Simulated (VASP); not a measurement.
# ReHgF6 (R-3) in VASP: single point with PBE+U

Aim: the single point of ReHgF6 with PBE+U.

Everything below comes from runs of VASP 6.6.1. Logs are shortened: lines on timing, memory, paths and dates and some standing lists are left out, and cuts for length are marked.

## Step 1: The cell of the first run

Symmetry: R-3, No. 148, trigonal system. The conventional cell has a = 5.147 Å, b = 5.147 Å, c = 14.317 Å, α = 90.00°, β = 90.00°, γ = 120.00°. Within 2.6 Å of F (site symmetry 1) lie 1 Re at 1.90 Å and 1 Hg at 2.24 Å and 2 F at 2.60 Å. Re (site symmetry -3) has 6 F at 1.90 Å within 2.5 Å. Within 3.0 Å of Hg (site symmetry -3) lie 6 F at 2.24 Å.

## Step 2: Single point, PBE+U

File INCAR:

```
SYSTEM = ReHgF6
  ALGO = Normal
  EDIFF = 1E-6
  ENCUT = 600
  GGA = PE
  GGA_COMPAT = .False.
  ISIF = 2
  ISMEAR = -1
  LASPH = .True.
  LCHARG = .False.
  LDAU = .True.
  LDAUJ = 0 0 0
  LDAUL = -1 2 -1
  LDAUPRINT = 1
  LDAUTYPE = 2
  LDAUU = 0 3.08 0
  LMAXMIX = 4
  LREAL = .False.
  LWAVE = .False.
  NBANDS = 48
  NELM = 200
  PREC = Accurate
  SIGMA = 0.1
```

File KPOINTS:

```
k-points
0
Gamma
  5 5 5
  0 0 0
```

File POSCAR:

```
ReHgF6
1.0
    5.1465970000      0.0000000000      0.0000000000
   -2.5732990000      4.4570860000      0.0000000000
    0.0000000000     -2.9713870000      4.7722440000
F Re Hg
6 1 1
Direct
    0.2385000000      0.8570000000      0.7855000000
    0.9285000000      0.1670000000      0.7855000000
    0.6185000000      0.5470000000      0.7855000000
    0.7615000000      0.1430000000      0.2145000000
    0.0715000000      0.8330000000      0.2145000000
    0.3815000000      0.4530000000      0.2145000000
    0.0000000000      0.0000000000      0.0000000000
    0.5000000000      0.0000000000      0.5000000000
```

Potentials or basis: VASP PAW PBE potentials, release 64 (F, Re_sv_GW, Hg_sv_GW).

The run is started by

```bash
$ cat potpaw_PBE.64/F/POTCAR potpaw_PBE.64/Re_sv_GW/POTCAR potpaw_PBE.64/Hg_sv_GW/POTCAR > POTCAR
$ mpirun -np 1 vasp_std > vasp.out
```

OUTCAR:

```text
SYSTEM = ReHgF6
   EDIFF = 1E-6
   ENCUT = 600
   GGA = PE
   ISIF = 2
   ISMEAR = -1
   LASPH = .True.
   LREAL = .False.
   NELM = 200
   PREC = Accurate

 ion  position               nearest neighbor table
   1  0.239  0.857  0.785-   7 1.90   8 2.24
   2  0.928  0.167  0.785-   7 1.90   8 2.24
   3  0.618  0.547  0.785-   7 1.90   8 2.24
   4  0.761  0.143  0.215-   7 1.90   8 2.24
   5  0.072  0.833  0.215-   7 1.90   8 2.24
   6  0.382  0.453  0.215-   7 1.90   8 2.24
   7  0.000  0.000  0.000-   2 1.90   5 1.90   4 1.90   1 1.90   3 1.90   6 1.90
   8  0.500  0.000  0.500-   1 2.24   4 2.24   2 2.24   5 2.24   3 2.24   6 2.24

  LATTYP: Found a trigonal (rhomboedric) cell.
 ALAT       =     5.6216974356
 COS(alpha) =     0.5809402383

  Lattice vectors:

 A1 = (  -2.5732990000,   1.4856990000,   4.7722440000)
 A2 = (  -0.0000000000,  -2.9713870000,   4.7722440000)
 A3 = (   2.5732980000,   1.4856990000,   4.7722440000)

Analysis of symmetry for initial positions (statically):
=====================================================================
 Subroutine PRICEL returns:
 Original cell was already a primitive cell.

 Routine SETGRP: Setting up the symmetry group for a
 trigonal (rhombohedral) supercell.

 Subroutine GETGRP returns: Found  6 space group operations
 (whereof  6 operations were pure point group operations)
 out of a pool of 12 trial point group operations.

The static configuration has the point symmetry S_6 .

Analysis of symmetry for dynamics (positions and initial velocities):
=====================================================================
 Subroutine PRICEL returns:
 Original cell was already a primitive cell.

 Routine SETGRP: Setting up the symmetry group for a
 trigonal (rhombohedral) supercell.

 Subroutine GETGRP returns: Found  6 space group operations
 (whereof  6 operations were pure point group operations)
 out of a pool of 12 trial point group operations.

The dynamic configuration has the point symmetry S_6 .

 Subroutine INISYM returns: Found  6 space group operations
 (whereof  6 operations are pure point group operations),
 and found     1 'primitive' translations

----------------------------------------------------------------------------------------

                                     Primitive cell

  volume of cell :     109.4697

  direct lattice vectors                    reciprocal lattice vectors
     5.146597000  0.000000000  0.000000000     0.194303148  0.112180940  0.069848270
    -2.573299000  4.457086000  0.000000000     0.000000000  0.224361836  0.139696513
     0.000000000 -2.971387000  4.772244000     0.000000000  0.000000000  0.209545027

  length of vectors
     5.146597000  5.146599203  5.621694896     0.234983101  0.264297842  0.209545027

  position of ions in fractional coordinates (direct lattice)
     0.238500000  0.857000000  0.785500000
     0.928500000  0.167000000  0.785500000
     0.618500000  0.547000000  0.785500000
     0.761500000  0.143000000  0.214500000
     0.071500000  0.833000000  0.214500000
     0.381500000  0.453000000  0.214500000
     0.000000000  0.000000000  0.000000000
     0.500000000  0.000000000  0.500000000

  ion indices of the primitive-cell ions
   primitive index   ion index
                 1           1
                 2           2
                 3           3
                 4           4
                 5           5
                 6           6
                 7           7
                 8           8

----------------------------------------------------------------------------------------

 KPOINTS: k-points

Automatic generation of k-mesh.
 Grid dimensions read from file:
 generate k-points for:    5    5    5

 Generating k-lattice:

  Cartesian coordinates                     Fractional coordinates (reciprocal lattice)
     0.038860630  0.022436188  0.013969654     0.200000000  0.000000000  0.000000000
     0.000000000  0.044872367  0.027939303     0.000000000  0.200000000  0.000000000
     0.000000000  0.000000000  0.041909005     0.000000000  0.000000000  0.200000000

  Length of vectors
     0.046996620  0.052859568  0.041909005

  Shift w.r.t. Gamma in fractional coordinates (k-lattice)
     0.000000000  0.000000000  0.000000000

 Subroutine IBZKPT returns following result:
 ===========================================

 Found     23 irreducible k-points:

 Following reciprocal coordinates:
            Coordinates               Weight
  0.000000  0.000000  0.000000      1.000000
  0.200000  0.000000  0.000000      6.000000
  0.400000  0.000000 -0.000000      6.000000
  0.000000  0.200000  0.000000      6.000000
  0.200000  0.200000  0.000000      6.000000
  0.200000  0.200000 -0.400000      6.000000
[... 15 lines left out ...]
  0.000000  0.000000  0.400000      2.000000
  0.200000  0.000000  0.400000      6.000000
   k-points           NKPTS =     23   k-points in BZ     NKDIM =     23   number of bands    NBANDS=     48
   number of dos      NEDOS =    301   number of ions     NIONS =      8
   total plane-waves  NPLWV =  84672
   dimension x,y,z NGX =    42 NGY =   42 NGZ =   48
   dimension x,y,z NGXF=    84 NGYF=   84 NGZF=   96
   ions per type =               6   1   1
   NGX,Y,Z   is equivalent  to a cutoff of  13.57, 13.57, 14.19 a.u.
   NGXF,Y,Z  is equivalent  to a cutoff of  27.13, 27.13, 28.39 a.u.
 SYSTEM =  ReHgF6
   PREC   = accura    normal or accurate (medium, high low for compatibility)
   ISTART =      0    job   : 0-new  1-cont  2-samecut
   ICHARG =      2    charge: 1-file 2-atom 10-const
   ISPIN  =      1    spin polarized calculation?
   LNONCOLLINEAR =      F non collinear calculations
   LSORBIT =      F    spin-orbit coupling
   LASPH  =      T    aspherical Exc in radial PAW
   ENCUT  =  600.0 eV  44.10 Ry    6.64 a.u.  10.28 10.28 11.23*2*pi/ulx,y,z
   NELM   =    200;   NELMIN=  2; NELMDL= -5     # of ELM steps
   EDIFF  = 0.1E-05   stopping-criterion for ELM
   LREAL  =      F    real-space projection
   EDIFFG = 0.1E-04   stopping-criterion for IOM
   NSW    =      0    number of steps for IOM
   IBRION =     -1    ionic relax: 0-MD 1-quasi-New 2-CG
   NFREE  =      0    steps in history (QN), initial steepest desc. (CG)
   ISIF   =      2    stress and relaxation
   ISYM   =      2    0-nonsym 1-usesym 2-fastsym
   POTIM  = 0.5000    time-step for ionic-motion
   TEBEG  =    0.0;   TEEND  =   0.0 temperature during run
   PSTRESS=    0.0 pullay stress
   NELECT =      77.0000    total number of electrons
   NUPDOWN=      -1.0000    fix difference up-down
   EMIN   =  10.00;   EMAX   =-10.00  energy-range for DOS
   EFERMI =   0.00;   METHOD = LEGACY
   ISMEAR =    -1;   SIGMA  =   0.10  broadening in eV -4-tet -1-fermi 0-gaus
   EFERMI_NEDOS =   21; number of points for ismear=-14 and -15
   IALGO  =     38    algorithm
   IMIX   =      4    mixing-type and parameters
     AMIX     =   0.40;   BMIX     =  1.00
     AMIX_MAG =   1.60;   BMIX_MAG =  1.00
  volume/ion in A,a.u.               =      13.68        92.34
  Fermi-wavevector in a.u.,A,eV,Ry     =   1.455930  2.751309 28.840703  2.119732
  Thomas-Fermi vector in A             =   2.572907
   LORBIT       =      0    0 simple, 1 ext, 2 COOP (PROOUT), +10 PAW based schemes
 LDA+U is selected, type is set to LDAUTYPE =  2
   angular momentum for each species LDAUL =    -1    2   -1
   U (eV)           for each species LDAUU =   0.0  3.1  0.0
   J (eV)           for each species LDAUJ =   0.0  0.0  0.0
   GGA     = PE    functional components
   LHFCALC =     F    Hartree Fock is set to
   AEXX    =    0.0000 exact exchange contribution
   IVDW    =     0    specifies the selected vdW correction
   LEPSILON=     F    determine dielectric tensor
   LRPA    =     F    only Hartree local field effects (RPA)
 non-spin polarized calculation
  energy-cutoff  :      600.00
  volume of cell :      109.47
 maximum number of plane-waves:      3673
 NGX is ok and might be reduce to    42
   NGX = 21   NGY = 21   NGZ = 23

atom =   7  type =  2  l = 2

 onsite density matrix

spin component  1

  0.3153 -0.0061  0.0000  0.0211  0.0000
 -0.0061  0.2704  0.0000 -0.0000  0.0211
  0.0000  0.0000  0.8121 -0.0000  0.0000
  0.0211 -0.0000 -0.0000  0.2704  0.0061
  0.0000  0.0211  0.0000  0.0061  0.3153

spin component  2

  0.3153 -0.0061  0.0000  0.0211  0.0000
 -0.0061  0.2704  0.0000 -0.0000  0.0211
  0.0000  0.0000  0.8121 -0.0000  0.0000
  0.0211 -0.0000 -0.0000  0.2704  0.0061
  0.0000  0.0211  0.0000  0.0061  0.3153

 occupancies and eigenvectors

  o =  0.2614  v = -0.3682 -0.0489  0.0000  0.9246 -0.0851  0.0000  0.0000  0.0000  0.0000  0.0000      0.0000  0.0000  0.0000  0.0000  0.0000  0.0000  0.0000  0.0000  0.0000  0.0000
  o =  0.2614  v =  0.0000  0.0000  0.0000  0.0000  0.0000 -0.3682 -0.0489  0.0000  0.9246 -0.0851      0.0000  0.0000  0.0000  0.0000  0.0000  0.0000  0.0000  0.0000  0.0000  0.0000
  o =  0.2614  v =  0.0851  0.9246 -0.0000  0.0489 -0.3682  0.0000  0.0000  0.0000  0.0000  0.0000      0.0000  0.0000  0.0000  0.0000  0.0000  0.0000  0.0000  0.0000  0.0000  0.0000
  o =  0.2614  v =  0.0000  0.0000  0.0000  0.0000  0.0000  0.0851  0.9246 -0.0000  0.0489 -0.3682      0.0000  0.0000  0.0000  0.0000  0.0000  0.0000  0.0000  0.0000  0.0000  0.0000
  o =  0.3243  v =  0.0000  0.0000  0.0000  0.0000  0.0000  0.0479 -0.3681  0.0000 -0.0855 -0.9246      0.0000  0.0000  0.0000  0.0000  0.0000  0.0000  0.0000  0.0000  0.0000  0.0000
  o =  0.3243  v =  0.0479 -0.3681  0.0000 -0.0855 -0.9246  0.0000  0.0000  0.0000  0.0000  0.0000      0.0000  0.0000  0.0000  0.0000  0.0000  0.0000  0.0000  0.0000  0.0000  0.0000
  o =  0.3243  v =  0.9246 -0.0855 -0.0000  0.3681  0.0479  0.0000  0.0000  0.0000  0.0000  0.0000      0.0000  0.0000  0.0000  0.0000  0.0000  0.0000  0.0000  0.0000  0.0000  0.0000
  o =  0.3243  v =  0.0000  0.0000  0.0000  0.0000  0.0000  0.9246 -0.0855 -0.0000  0.3681  0.0479      0.0000  0.0000  0.0000  0.0000  0.0000  0.0000  0.0000  0.0000  0.0000  0.0000
  o =  0.8121  v =  0.0000  0.0000  0.0000  0.0000  0.0000  0.0000  0.0000  1.0000 -0.0000  0.0000      0.0000  0.0000  0.0000  0.0000  0.0000  0.0000  0.0000  0.0000  0.0000  0.0000
  o =  0.8121  v =  0.0000  0.0000  1.0000 -0.0000  0.0000  0.0000  0.0000  0.0000  0.0000  0.0000      0.0000  0.0000  0.0000  0.0000  0.0000  0.0000  0.0000  0.0000  0.0000  0.0000

 number of electron      77.0000016 magnetization

 Free energy of the ion-electron system (eV)
  ---------------------------------------------------
  ext. energy  EPLUGINS =         0.00000000
  ---------------------------------------------------
  free energy    TOTEN  =       -34.48931434 eV

  energy without entropy =      -34.33389730  energy(sigma->0) =      -34.41160582

 E-fermi :   3.7559     XC(G=0):  -9.8845

 val. band max:        3.7479222815   @ k =   0.2000   0.2000   0.0000
 cond. band min:       3.7707958900   @ k =   0.2000   0.2000  -0.4000
 fundamental gap:      0.0228736084
 Fermi energy:         3.7558741639

 k-point     1 :       0.0000    0.0000    0.0000
  band No.  band energies     occupation
      1    -110.8689      2.00000
      2     -78.4955      2.00000
      3     -59.3161      2.00000
      4     -59.3149      2.00000
      5     -59.3149      2.00000
      6     -40.7772      2.00000
[... 40 lines left out ...]
     47      11.8192      0.00000
     48      13.6189      0.00000

 k-point     2 :       0.2000    0.0000    0.0000
  band No.  band energies     occupation
      1    -110.8689      2.00000
      2     -78.4955      2.00000
      3     -59.3161      2.00000
      4     -59.3149      2.00000
      5     -59.3149      2.00000
      6     -40.7773      2.00000
[... 1063 lines left out ...]
 k-point    23 :       0.2000    0.0000    0.4000
  band No.  band energies     occupation
      1    -110.8689      2.00000
      2     -78.4954      2.00000
      3     -59.3162      2.00000
      4     -59.3149      2.00000
      5     -59.3149      2.00000
      6     -40.7774      2.00000
[... 40 lines left out ...]
     47      12.6918      0.00000
     48      13.8896      0.00000

------------------------ aborting loop because EDIFF is reached ----------------------------------------

  FORCE on cell =-STRESS in cart. coord.  units (eV):
  Direction    XX          YY          ZZ          XY          YZ          ZX
  --------------------------------------------------------------------------------------
  -------------------------------------------------------------------------------------
  Total       13.0624142     13.0624274     13.6672255     -0.0000026      0.0000105     -0.0000010
  in kB      191.1790135    191.1792070    200.0309161     -0.0000385      0.0001537     -0.0000140
  external PRESSURE =     194.1297122 kB  Pullay stress =       0.0000000 kB

 VOLUME and BASIS-vectors are now :
 -----------------------------------------------------------------------------
  energy-cutoff  :      600.00
  volume of cell :      109.47
      direct lattice vectors                 reciprocal lattice vectors
     5.146597000  0.000000000  0.000000000     0.194303148  0.112180940  0.069848270
    -2.573299000  4.457086000  0.000000000     0.000000000  0.224361836  0.139696513
     0.000000000 -2.971387000  4.772244000     0.000000000  0.000000000  0.209545027

 POSITION                                       TOTAL-FORCE (eV/Angst)
 -----------------------------------------------------------------------------------
     -0.97785      1.48570      3.74860         0.933432     -0.697422     -0.464021
      4.34887     -1.58969      3.74860         0.137269      1.157087     -0.464021
      1.77558      0.10400      3.74860        -1.070701     -0.459666     -0.464021
      3.55115      0.00000      1.02365        -0.933432      0.697422      0.464021
     -1.77558      3.07539      1.02365        -0.137269     -1.157087      0.464021
      0.79772      1.38170      1.02365         1.070701      0.459666      0.464021
      0.00000      0.00000      0.00000        -0.000000      0.000000     -0.000000
      2.57330     -1.48569      2.38612        -0.000000      0.000000     -0.000000
 -----------------------------------------------------------------------------------
    total drift:                                0.000000      0.000000      0.000000

  FREE ENERGIE OF THE ION-ELECTRON SYSTEM (eV)
  ---------------------------------------------------
  free  energy   TOTEN  =       -34.4893143426 eV

  energy  without entropy=      -34.3338972962  energy(sigma->0) =      -34.41160582
```

Run time: 4.4 min. Hardware: 1 thread of Intel Xeon Platinum 8375C at 2.90GHz (Ice Lake), shared host; peak memory 0.38 GiB.

What came out:

```
Free energy            : -34.4893 eV
Pressure               : 19.4 GPa
Largest force          : 1.254 eV/Å
Band gap on the k mesh : zero (an odd number of electrons rules out a gap without spin polarisation)
```

Forces on the atoms (eV/Å):
```
F    0.933 -0.697 -0.464
F    0.137  1.157 -0.464
F   -1.071 -0.460 -0.464
F   -0.933  0.697  0.464
F   -0.137 -1.157  0.464
F    1.071  0.460  0.464
Re   0.000  0.000  0.000
Hg   0.000  0.000  0.000
```

Levels at points of the mesh, in eV from the Fermi level:
```
           k point  band 35  band 36  band 37  band 38  band 39  band 40  band 41  band 42
(0.00, 0.00, 0.00)    -5.48    -4.36    -4.36    -0.60     0.12     0.47     0.47     5.05
```

Eigenvalues of the final occupation matrices:
| site | spin | trace | eigenvalues |
| --- | --- | --- | --- |
| site 7 d | 1 | 1.98 | 0.26 0.26 0.32 0.32 0.81 |
| site 7 d | 2 | 1.98 | 0.26 0.26 0.32 0.32 0.81 |

Caveat: the cell stands under pressure; spin-orbit coupling is left out, which moves the levels of the heavy elements; an odd number of electrons without spin polarisation forces a metal; a magnetic or distorted state may lie lower; U without spin polarisation on a metal has little footing.
